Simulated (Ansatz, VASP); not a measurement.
# Two plane-wave programs on Al2O3

Contents of INCAR:

```
SYSTEM = Al2O3
  PREC = Accurate
  ENCUT = 520
  EDIFF = 1E-7
  ISMEAR = 0
  SIGMA = 0.05
  LREAL = .False.
  LASPH = .True.
  NELM = 100
  ALGO = Normal
  ISIF = 2
  LWAVE = .False.
  LCHARG = .True.
  GGA = PE
  LELF = .True.
  LVHAR = .True.
  NBANDS = 35
```

KPOINTS

```
Automatic mesh
0
Gamma
  6 6 6
  0 0 0
```

POSCAR

```
Al2O3
1.0
    2.4030262148      1.3873878320      4.1442590101
   -2.4030262148      1.3873878320      4.1442590101
    0.0000000000     -2.7747756640      4.1442590101
Al O
4 6
Direct
    0.8521293568      0.8521293568      0.8521293568
    0.6478706432      0.6478706432      0.6478706432
    0.1478706432      0.1478706432      0.1478706432
    0.3521293568      0.3521293568      0.3521293568
    0.0561574040      0.4438425960      0.7500000000
    0.7500000000      0.0561574040      0.4438425960
    0.4438425960      0.7500000000      0.0561574040
    0.9438425960      0.5561574040      0.2500000000
    0.2500000000      0.9438425960      0.5561574040
    0.5561574040      0.2500000000      0.9438425960
```

Input for Ansatz:

```yaml
crystal:
  lattice:
    - [2.4030262148, 1.387387832, 4.1442590101]
    - [-2.4030262148, 1.387387832, 4.1442590101]
    - [0.0, -2.774775664, 4.1442590101]
  atoms:
    - { symbol: Al, position: [0.8521293568, 0.8521293568, 0.8521293568] }
    - { symbol: Al, position: [0.6478706432, 0.6478706432, 0.6478706432] }
    - { symbol: Al, position: [0.1478706432, 0.1478706432, 0.1478706432] }
    - { symbol: Al, position: [0.3521293568, 0.3521293568, 0.3521293568] }
    - { symbol: O, position: [0.056157404, 0.443842596, 0.75] }
    - { symbol: O, position: [0.75, 0.056157404, 0.443842596] }
    - { symbol: O, position: [0.443842596, 0.75, 0.056157404] }
    - { symbol: O, position: [0.943842596, 0.556157404, 0.25] }
    - { symbol: O, position: [0.25, 0.943842596, 0.556157404] }
    - { symbol: O, position: [0.556157404, 0.25, 0.943842596] }
basis:
  ecutwfc: 520.0
kpoints:
  mp_grid: { grid: [6, 6, 6] }
hamiltonian:
  xc: pbe
  pseudopotentials: { kind: paw, azcp: { folder: soft_1 } }
scf:
  occupations: { method: gaussian, width: 0.05 }
output:
  forces: true
  stress: true
  eigenvalues: true
```

Alike in both runs: task single point; functional PBE; k mesh 6 × 6 × 6; occupations gaussian, width 0.05 eV; no spin polarisation.

|  | VASP | Ansatz |
| --- | --- | --- |
| version | VASP 6.6.1 | Ansatz 0.2.0 |
| potentials or method | VASP PAW PBE potentials, release 64 (Al, O), cutoff 520 eV | scalar-relativistic, plane waves, PAW |
| valence electrons in the cell | 48 | 48 |

Ansatz gave:

| Item | Value |
| --- | --- |
| gap on the k mesh at the Fermi level (eV) | 6.06 |
| least direct gap on the mesh (eV) | 6.06 |
| pressure (GPa) | 13.6 |
| traceless stress, the component that is largest in VASP (GPa) | 14.15 |
| rms of the force components (eV/Å) | 0.168 |

**Question.** What did VASP give for the same quantities?

**Answer.** gap on the k mesh at the Fermi level (eV): 6.06; least direct gap on the mesh (eV): 6.06; pressure (GPa): 13.6; traceless stress, the component that is largest in VASP (GPa): 14.17; rms of the force components (eV/Å): 0.173.

Atom by atom the forces differ by 0.006 eV/Å (rms over components).
